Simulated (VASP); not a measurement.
# Ag (Im-3m) in VASP: further runs, part 2 of 2

VASP 6.6.1. The steps go on from the part before.

## 3. Single point, r2SCAN

This run uses another cell than the first one, of 15.89 Å³/atom.

File POSCAR:

```
Ag
1.0
   -1.5837855308      1.5837855308      1.5837855308
    1.5837855308     -1.5837855308      1.5837855308
    1.5837855308      1.5837855308     -1.5837855308
Ag
1
Direct
    0.0000000000      0.0000000000      0.0000000000
```

File INCAR.step1:

```
SYSTEM = Ag
PREC = Accurate ; ENCUT = 520
ISMEAR = 0 ; SIGMA = 0.1
LREAL = .False. ; LASPH = .True.
NELM = 100 ; NBANDS = 12
GGA = PE ; ALGO = Normal
EDIFF = 1E-4 ; LWAVE = .True.
LCHARG = .False.
```

File INCAR.step2:

```
SYSTEM = Ag
PREC = Accurate ; ENCUT = 520
EDIFF = 1E-6 ; ISMEAR = 0
SIGMA = 0.1 ; LREAL = .False.
LASPH = .True. ; NELM = 100
ALGO = Normal ; ISIF = 2
LWAVE = .False. ; LCHARG = .False.
METAGGA = R2SCAN ; LMIXTAU = .True.
NBANDS = 12 ; ISTART = 1
```

File KPOINTS:

```
Automatic mesh
0
Gamma
  18 18 18
  0 0 0
```

Potentials or basis: VASP PAW PBE potentials, release 64 (Ag).

The run is started by

```sh
> cat potpaw_PBE.64/Ag/POTCAR > POTCAR
> cp INCAR.step1 INCAR
> mpirun -np 1 vasp_std > vasp.out
> cp INCAR.step2 INCAR
> mpirun -np 1 vasp_std > vasp.out
```

OUTCAR:

```text
SYSTEM = Ag
   PREC = Accurate
   ENCUT = 520
   EDIFF = 1E-6
   ISMEAR = 0
   LREAL = .False.
   LASPH = .True.
   NELM = 100
   ISIF = 2
   METAGGA = R2SCAN
   ISTART = 1

 ion  position               nearest neighbor table
   1  0.000  0.000  0.000-

  LATTYP: Found a body centered cubic cell.
 ALAT       =     3.1675710616

  Lattice vectors:

 A1 = (  -1.5837855308,   1.5837855308,   1.5837855308)
 A2 = (   1.5837855308,  -1.5837855308,   1.5837855308)
 A3 = (   1.5837855308,   1.5837855308,  -1.5837855308)

Analysis of symmetry for initial positions (statically):
=====================================================================
 Subroutine PRICEL returns:
 Original cell was already a primitive cell.

 Routine SETGRP: Setting up the symmetry group for a
 body centered cubic supercell.

 Subroutine GETGRP returns: Found 48 space group operations
 (whereof 48 operations were pure point group operations)
 out of a pool of 48 trial point group operations.

The static configuration has the point symmetry O_h .

Analysis of symmetry for dynamics (positions and initial velocities):
=====================================================================
 Subroutine PRICEL returns:
 Original cell was already a primitive cell.

 Routine SETGRP: Setting up the symmetry group for a
 body centered cubic supercell.

 Subroutine GETGRP returns: Found 48 space group operations
 (whereof 48 operations were pure point group operations)
 out of a pool of 48 trial point group operations.

The dynamic configuration has the point symmetry O_h .

 Subroutine INISYM returns: Found 48 space group operations
 (whereof 48 operations are pure point group operations),
 and found     1 'primitive' translations

----------------------------------------------------------------------------------------

                                     Primitive cell

  volume of cell :      15.8909

  direct lattice vectors                    reciprocal lattice vectors
    -1.583785531  1.583785531  1.583785531     0.000000000  0.315699310  0.315699310
     1.583785531 -1.583785531  1.583785531     0.315699310  0.000000000  0.315699310
     1.583785531  1.583785531 -1.583785531     0.315699310  0.315699310  0.000000000

  length of vectors
     2.743197008  2.743197008  2.743197008     0.446466246  0.446466246  0.446466246

  position of ions in fractional coordinates (direct lattice)
     0.000000000  0.000000000  0.000000000

  ion indices of the primitive-cell ions
   primitive index   ion index
                 1           1

----------------------------------------------------------------------------------------

 KPOINTS: Automatic mesh

Automatic generation of k-mesh.
 Grid dimensions read from file:
 generate k-points for:   18   18   18

 Generating k-lattice:

  Cartesian coordinates                     Fractional coordinates (reciprocal lattice)
     0.000000000  0.017538851  0.017538851     0.055555556  0.000000000  0.000000000
     0.017538851  0.000000000  0.017538851     0.000000000  0.055555556  0.000000000
     0.017538851  0.017538851  0.000000000     0.000000000  0.000000000  0.055555556

  Length of vectors
     0.024803680  0.024803680  0.024803680

  Shift w.r.t. Gamma in fractional coordinates (k-lattice)
     0.000000000  0.000000000  0.000000000

 Subroutine IBZKPT returns following result:
 ===========================================

 Found    195 irreducible k-points:

 Following reciprocal coordinates:
            Coordinates               Weight
  0.000000  0.000000  0.000000      1.000000
  0.055556  0.000000  0.000000     12.000000
  0.111111  0.000000  0.000000     12.000000
  0.166667  0.000000  0.000000     12.000000
  0.222222  0.000000  0.000000     12.000000
  0.277778  0.000000  0.000000     12.000000
[... 16 lines left out ...]
  0.333333  0.111111  0.000000     48.000000
  0.388889  0.111111  0.000000     48.000000
 [... further k-points ...]
   k-points           NKPTS =    195   k-points in BZ     NKDIM =    195   number of bands    NBANDS=     12
   number of dos      NEDOS =    301   number of ions     NIONS =      1
   total plane-waves  NPLWV =   8000
   dimension x,y,z NGX =    20 NGY =   20 NGZ =   20
   dimension x,y,z NGXF=    40 NGYF=   40 NGZF=   40
   ions per type =               1
   NGX,Y,Z   is equivalent  to a cutoff of  12.12, 12.12, 12.12 a.u.
   NGXF,Y,Z  is equivalent  to a cutoff of  24.24, 24.24, 24.24 a.u.
 SYSTEM =  Ag
   PREC   = accura    normal or accurate (medium, high low for compatibility)
   ISTART =      1    job   : 0-new  1-cont  2-samecut
   ICHARG =      0    charge: 1-file 2-atom 10-const
   ISPIN  =      1    spin polarized calculation?
   LNONCOLLINEAR =      F non collinear calculations
   LSORBIT =      F    spin-orbit coupling
   LASPH  =      T    aspherical Exc in radial PAW
   ENCUT  =  520.0 eV  38.22 Ry    6.18 a.u.   5.10  5.10  5.10*2*pi/ulx,y,z
   NELM   =    100;   NELMIN=  2; NELMDL=  0     # of ELM steps
   EDIFF  = 0.1E-05   stopping-criterion for ELM
   LREAL  =      F    real-space projection
   EDIFFG = 0.1E-04   stopping-criterion for IOM
   NSW    =      0    number of steps for IOM
   IBRION =     -1    ionic relax: 0-MD 1-quasi-New 2-CG
   NFREE  =      0    steps in history (QN), initial steepest desc. (CG)
   ISIF   =      2    stress and relaxation
   ISYM   =      2    0-nonsym 1-usesym 2-fastsym
   POTIM  = 0.5000    time-step for ionic-motion
   TEBEG  =    0.0;   TEEND  =   0.0 temperature during run
   PSTRESS=    0.0 pullay stress
   NELECT =      11.0000    total number of electrons
   NUPDOWN=      -1.0000    fix difference up-down
   EMIN   =  10.00;   EMAX   =-10.00  energy-range for DOS
   EFERMI =   0.00;   METHOD = LEGACY
   ISMEAR =     0;   SIGMA  =   0.10  broadening in eV -4-tet -1-fermi 0-gaus
   EFERMI_NEDOS =   21; number of points for ismear=-14 and -15
   IALGO  =     38    algorithm
   IMIX   =      4    mixing-type and parameters
     AMIX     =   0.40;   BMIX     =  1.00
     AMIX_MAG =   1.60;   BMIX_MAG =  1.00
  volume/ion in A,a.u.               =      15.89       107.24
  Fermi-wavevector in a.u.,A,eV,Ry     =   1.448180  2.736664 28.534502  2.097227
  Thomas-Fermi vector in A             =   2.566051
   LORBIT       =      0    0 simple, 1 ext, 2 COOP (PROOUT), +10 PAW based schemes
   METAGGA = R2SCAN    functional components
   LHFCALC =     F    Hartree Fock is set to
   AEXX    =    0.0000 exact exchange contribution
   IVDW    =     0    specifies the selected vdW correction
   LEPSILON=     F    determine dielectric tensor
   LRPA    =     F    only Hartree local field effects (RPA)
 non-spin polarized calculation
 Gauss-broadening in eV      SIGMA  =   0.10
  energy-cutoff  :      520.00
  volume of cell :       15.89
 maximum number of plane-waves:       440
   NGX = 11   NGY = 11   NGZ = 11

 number of electron      11.0000004 magnetization

 Free energy of the ion-electron system (eV)
  ---------------------------------------------------
  ext. energy  EPLUGINS =         0.00000000
  ---------------------------------------------------
  free energy    TOTEN  =       -21.26495911 eV

  energy without entropy =      -21.26210237  energy(sigma->0) =      -21.26353074

 E-fermi :   9.4731     XC(G=0): -13.4690

 val. band max:        9.4652585796   @ k =  -0.3889   0.4444   0.1111
 cond. band min:       9.4818111469   @ k =   0.2778   0.1667   0.0556
 fundamental gap:      0.0165525673
 Fermi energy:         9.4731410719

 k-point     1 :       0.0000    0.0000    0.0000
  band No.  band energies     occupation
      1       0.9367      2.00000
      2       3.8977      2.00000
      3       3.8977      2.00000
      4       3.8977      2.00000
      5       5.4220      2.00000
      6       5.4220      2.00000
      7      28.4394      0.00000
      8      28.4394      0.00000
      9      28.4394      0.00000
     10      35.6310      0.00000
     11      35.6310      0.00000
     12      36.1776      0.00000

 k-point     2 :       0.0556    0.0000    0.0000
  band No.  band energies     occupation
      1       1.0489      2.00000
      2       3.8681      2.00000
      3       3.9021      2.00000
      4       3.9653      2.00000
      5       5.3888      2.00000
      6       5.4241      2.00000
      7      28.2134      0.00000
      8      28.4208      0.00000
      9      28.5312      0.00000
     10      34.1895      0.00000
     11      34.5993      0.00000
     12      35.4117      0.00000
[... 316 lines left out ...]
 k-point    24 :       0.3889    0.1111    0.0000
  band No.  band energies     occupation
      1       2.4436      2.00000
      2       3.0929      2.00000
      3       5.2255      2.00000
      4       5.3592      2.00000
      5       6.0826      2.00000
      6       9.5653      0.19266
      7      15.1612      0.00000
      8      22.4608      0.00000
      9      24.7915      0.00000
     10      31.3025      0.00000
     11      34.5216      0.00000
     12      35.1629      0.00000

 [... further k-points ...]
[... 5 lines left out ...]
  --------------------------------------------------------------------------------------
  -------------------------------------------------------------------------------------
  Total        1.2207139      1.2207139      1.2207139      0.0000000      0.0000000     -0.0000000
  in kB      123.0765627    123.0765627    123.0765627      0.0000000      0.0000000     -0.0000000
  external PRESSURE =     123.0765627 kB  Pullay stress =       0.0000000 kB

 VOLUME and BASIS-vectors are now :
 -----------------------------------------------------------------------------
  energy-cutoff  :      520.00
  volume of cell :       15.89
      direct lattice vectors                 reciprocal lattice vectors
    -1.583785531  1.583785531  1.583785531     0.000000000  0.315699310  0.315699310
     1.583785531 -1.583785531  1.583785531     0.315699310  0.000000000  0.315699310
     1.583785531  1.583785531 -1.583785531     0.315699310  0.315699310  0.000000000

 POSITION                                       TOTAL-FORCE (eV/Angst)
 -----------------------------------------------------------------------------------
      0.00000      0.00000      0.00000        -0.000000      0.000000      0.000000
 -----------------------------------------------------------------------------------
    total drift:                                0.000000     -0.000000      0.000000

  FREE ENERGIE OF THE ION-ELECTRON SYSTEM (eV)
  ---------------------------------------------------
  free  energy   TOTEN  =       -21.2649591058 eV

  energy  without entropy=      -21.2621023742  energy(sigma->0) =      -21.26353074
```

OUTCAR.step1:

```text
SYSTEM = Ag
   PREC = Accurate
   ENCUT = 520
   ISMEAR = 0
   LREAL = .False.
   LASPH = .True.
   NELM = 100
[... 576 lines left out ...]
 -----------------------------------------------------------------------------------
      0.00000      0.00000      0.00000        -0.000000      0.000000     -0.000000
 -----------------------------------------------------------------------------------
    total drift:                                0.000000      0.000000      0.000000

  FREE ENERGIE OF THE ION-ELECTRON SYSTEM (eV)
  ---------------------------------------------------
  free  energy   TOTEN  =        -2.5936786629 eV

  energy  without entropy=       -2.5906232206  energy(sigma->0) =       -2.59215094
```

OSZICAR.step1:

```text
N       E                     dE             d eps       ncg     rms          rms(c)
DAV:   1     0.530134042184E+02    0.53013E+02   -0.56229E+03  4728   0.844E+02
DAV:   2    -0.204479880398E+01   -0.55058E+02   -0.52357E+02  5516   0.198E+02
DAV:   3    -0.286840950330E+01   -0.82361E+00   -0.82282E+00  5432   0.253E+01
DAV:   4    -0.287077104226E+01   -0.23615E-02   -0.23614E-02  5356   0.141E+00
DAV:   5    -0.287078782954E+01   -0.16787E-04   -0.16788E-04  5128   0.109E-01    0.633E+00
DAV:   6    -0.260926354312E+01    0.26152E+00   -0.95031E-01  5328   0.886E+00    0.400E+00
DAV:   7    -0.259744860764E+01    0.11815E-01   -0.14267E-02  5344   0.111E+00    0.217E+00
DAV:   8    -0.259367281326E+01    0.37758E-02   -0.73452E-04  5296   0.201E-01    0.108E-01
DAV:   9    -0.259367866288E+01   -0.58496E-05   -0.63063E-06  2864   0.211E-02
   1 F= -.25936787E+01 E0= -.25921509E+01  d E =-.305544E-02
```

Run time: 67 s. Hardware: 1 thread of Intel Xeon Platinum 8488C (Sapphire Rapids), shared host; peak memory 0.16 GiB.

Results:

| Property | Result |
| --- | --- |
| Free energy | -21.2650 eV |
| Pressure | 12.3 GPa |
| Band gap on the k mesh | zero (an odd number of electrons rules out a gap without spin polarisation) |

Levels at points of the mesh, in eV from the Fermi level:
```
           k point  band 3  band 4  band 5  band 6  band 7  band 8  band 9  band 10
(0.00, 0.00, 0.00)   -5.58   -5.58   -4.05   -4.05   18.97   18.97   18.97    26.16
(0.50, 0.00, 0.00)   -4.11   -3.90   -2.86   -0.20    4.73   14.16   15.82    21.64
(0.50, 0.50, 0.50)   -3.15   -3.15   -3.15    7.47    7.47    7.47   14.44    14.63
```

Caveat: the cell stands under pressure; the PAW data sets were made with another functional, which shifts forces and pressure a little.

## 4. Single point, r2SCAN

This run uses another cell than the first one, of 12.37 Å³/atom.

File POSCAR:

```
Ag
1.0
   -1.4569494871      1.4569494871      1.4569494871
    1.4569494871     -1.4569494871      1.4569494871
    1.4569494871      1.4569494871     -1.4569494871
Ag
1
Direct
    0.0000000000      0.0000000000      0.0000000000
```

File INCAR.step1:

```
PREC = Accurate ; ENCUT = 520
ISMEAR = 0 ; SIGMA = 0.1
LREAL = False ; LASPH = True
NELM = 80 ; NBANDS = 12
GGA = PE ; ALGO = Normal
EDIFF = 1E-4 ; LWAVE = True
LCHARG = False
```

File INCAR.step2:

```
PREC = Accurate ; ENCUT = 520
EDIFF = 1E-6 ; ISMEAR = 0
SIGMA = 0.1 ; LREAL = False
LASPH = True ; NELM = 80
ALGO = Normal ; ISIF = 2
LWAVE = False ; LCHARG = False
METAGGA = R2SCAN ; LMIXTAU = True
NBANDS = 12 ; ISTART = 1
```

File KPOINTS:

```
Automatic mesh
0
Gamma
  20 20 20
```

The run is started by

```sh
> cat potpaw_PBE.64/Ag/POTCAR > POTCAR
> cp INCAR.step1 INCAR
> mpirun -np 1 vasp_std > vasp.out
> cp INCAR.step2 INCAR
> mpirun -np 1 vasp_std > vasp.out
```

It took 90 s on 1 thread of Intel Xeon Platinum 8488C (Sapphire Rapids), shared host; peak memory 0.16 GiB.

It converged, with:

| Item | Value |
| --- | --- |
| Free energy | -20.3204 eV |
| Pressure | 91.7 GPa |
| Band gap on the k mesh | zero (an odd number of electrons rules out a gap without spin polarisation) |

Levels at points of the mesh, in eV from the Fermi level:
```tsv
k point	band 3	band 4	band 5	band 6	band 7	band 8
(0.00, 0.00, 0.00)	-7.09	-7.09	-4.81	-4.81	19.37	19.37
(0.50, 0.00, 0.00)	-4.86	-4.53	-2.93	-1.09	6.55	14.61
(0.50, 0.50, 0.50)	-3.39	-3.39	-3.39	8.18	8.18	8.18
```

Caveat: the cell stands under pressure; the PAW data sets were made with another functional, which shifts forces and pressure a little.

## 5. Single point, r2SCAN

This run uses another cell than the first one, of 16.83 Å³/atom.

File POSCAR:

```
Ag
1.0
   -1.6142495597      1.6142495597      1.6142495597
    1.6142495597     -1.6142495597      1.6142495597
    1.6142495597      1.6142495597     -1.6142495597
Ag
1
Direct
    0.0000000000      0.0000000000      0.0000000000
```

File INCAR.step1:

```
SYSTEM = Ag
  ALGO = Normal
  EDIFF = 1E-4
  ENCUT = 520
  GGA = PE
  ISMEAR = 0
  LASPH = .TRUE.
  LCHARG = .FALSE.
  LREAL = .FALSE.
  LWAVE = .TRUE.
  NBANDS = 12
  NELM = 80
  PREC = Accurate
  SIGMA = 0.1
```

File INCAR.step2:

```
SYSTEM = Ag
  ALGO = Normal
  EDIFF = 1E-6
  ENCUT = 520
  ISIF = 2
  ISMEAR = 0
  ISTART = 1
  LASPH = .TRUE.
  LCHARG = .TRUE.
  LELF = .TRUE.
  LMIXTAU = .TRUE.
  LREAL = .FALSE.
  LVHAR = .TRUE.
  LWAVE = .FALSE.
  METAGGA = R2SCAN
  NBANDS = 12
  NELM = 80
  PREC = Accurate
  SIGMA = 0.1
```

File KPOINTS:

```
k-points
0
G
  18 18 18
  0 0 0
```

Potentials or basis: VASP PAW PBE potentials, release 64 (Ag).

The run is started by

```sh
> cat potpaw_PBE.64/Ag/POTCAR > POTCAR
> cp INCAR.step1 INCAR
> mpirun -np 1 vasp_std > vasp.out
> cp INCAR.step2 INCAR
> mpirun -np 1 vasp_std > vasp.out
```

OUTCAR:

```text
SYSTEM = Ag
   EDIFF = 1E-6
   ENCUT = 520
   ISIF = 2
   ISMEAR = 0
   ISTART = 1
   LASPH = .TRUE.
   LREAL = .FALSE.
   METAGGA = R2SCAN
   NELM = 80
   PREC = Accurate

 ion  position               nearest neighbor table
   1  0.000  0.000  0.000-

  LATTYP: Found a body centered cubic cell.
 ALAT       =     3.2284991194

  Lattice vectors:

 A1 = (  -1.6142495597,   1.6142495597,   1.6142495597)
 A2 = (   1.6142495597,  -1.6142495597,   1.6142495597)
 A3 = (   1.6142495597,   1.6142495597,  -1.6142495597)

[... 530 lines left out ...]
      4       4.6384      2.00000
      5       5.3035      2.00000
      6       8.7689      0.07383
      7      13.9769      0.00000
      8      21.2487      0.00000
      9      23.4954      0.00000
     10      29.7572      0.00000
     11      32.8062      0.00000
     12      33.7402      0.00000

 [... further k-points ...]
[... 5 lines left out ...]
  --------------------------------------------------------------------------------------
  -------------------------------------------------------------------------------------
  Total        0.4397749      0.4397749      0.4397749     -0.0000000     -0.0000000     -0.0000000
  in kB       41.8763626     41.8763626     41.8763626     -0.0000000     -0.0000000     -0.0000000
  external PRESSURE =      41.8763626 kB  Pullay stress =       0.0000000 kB

 VOLUME and BASIS-vectors are now :
 -----------------------------------------------------------------------------
  energy-cutoff  :      520.00
  volume of cell :       16.83
      direct lattice vectors                 reciprocal lattice vectors
    -1.614249560  1.614249560  1.614249560     0.000000000  0.309741450  0.309741450
     1.614249560 -1.614249560  1.614249560     0.309741450  0.000000000  0.309741450
     1.614249560  1.614249560 -1.614249560     0.309741450  0.309741450  0.000000000

 POSITION                                       TOTAL-FORCE (eV/Angst)
 -----------------------------------------------------------------------------------
      0.00000      0.00000      0.00000         0.000000      0.000000     -0.000000
 -----------------------------------------------------------------------------------
    total drift:                               -0.000000      0.000000      0.000000

  FREE ENERGIE OF THE ION-ELECTRON SYSTEM (eV)
  ---------------------------------------------------
  free  energy   TOTEN  =       -21.3119748904 eV

  energy  without entropy=      -21.3092852604  energy(sigma->0) =      -21.31063008
```

OSZICAR.step1:

```text
N       E                     dE             d eps       ncg     rms          rms(c)
DAV:   1     0.515270795448E+02    0.51527E+02   -0.55295E+03  4736   0.832E+02
DAV:   2    -0.211965160581E+01   -0.53647E+02   -0.50919E+02  5496   0.194E+02
DAV:   3    -0.291539431163E+01   -0.79574E+00   -0.79528E+00  5332   0.247E+01
DAV:   4    -0.291777636979E+01   -0.23821E-02   -0.23820E-02  5404   0.142E+00
DAV:   5    -0.291779466700E+01   -0.18297E-04   -0.18297E-04  5152   0.110E-01    0.540E+00
DAV:   6    -0.266971275428E+01    0.24808E+00   -0.96500E-01  5236   0.880E+00    0.352E+00
DAV:   7    -0.266108474606E+01    0.86280E-02   -0.91700E-03  5252   0.904E-01    0.198E+00
DAV:   8    -0.265791685854E+01    0.31679E-02   -0.70793E-04  5292   0.198E-01    0.868E-02
DAV:   9    -0.265792435538E+01   -0.74968E-05   -0.65983E-06  2812   0.210E-02
   1 F= -.26579244E+01 E0= -.26564392E+01  d E =-.297039E-02
```

It took 82 s on 1 thread of Intel Xeon Platinum 8488C (Sapphire Rapids), shared host; peak memory 0.17 GiB.

Results:

- Free energy: -21.3120 eV
- Pressure: 4.2 GPa
- Band gap on the k mesh: zero (an odd number of electrons rules out a gap without spin polarisation)

Caveat: the cell stands under pressure; the PAW data sets were made with another functional, which shifts forces and pressure a little.

## 6. Summary

| cell | k mesh | gap on the mesh (eV) | pressure (GPa) |
| --- | --- | --- | --- |
| a = 2.683 Å, angles 109.5°, 1 atom | 18 × 18 × 18 | none | 25.5 |
| a = 2.743 Å, angles 109.5°, 1 atom | 18 × 18 × 18 | none | 12.3 |
| a = 2.524 Å, angles 109.5°, 1 atom | 20 × 20 × 20 | none | 91.7 |
| a = 2.796 Å, angles 109.5°, 1 atom | 18 × 18 × 18 | none | 4.2 |

Alike in all rows: task single point; level r2SCAN; potentials or basis VASP PAW PBE potentials, release 64 (Ag); no spin polarisation; cutoff (eV) 520; smearing gaussian 0.1 eV.

Caveats: the cell stands under pressure; the PAW data sets were made with another functional, which shifts forces and pressure a little.

Absolute energies hang on the potentials; compare differences alone.
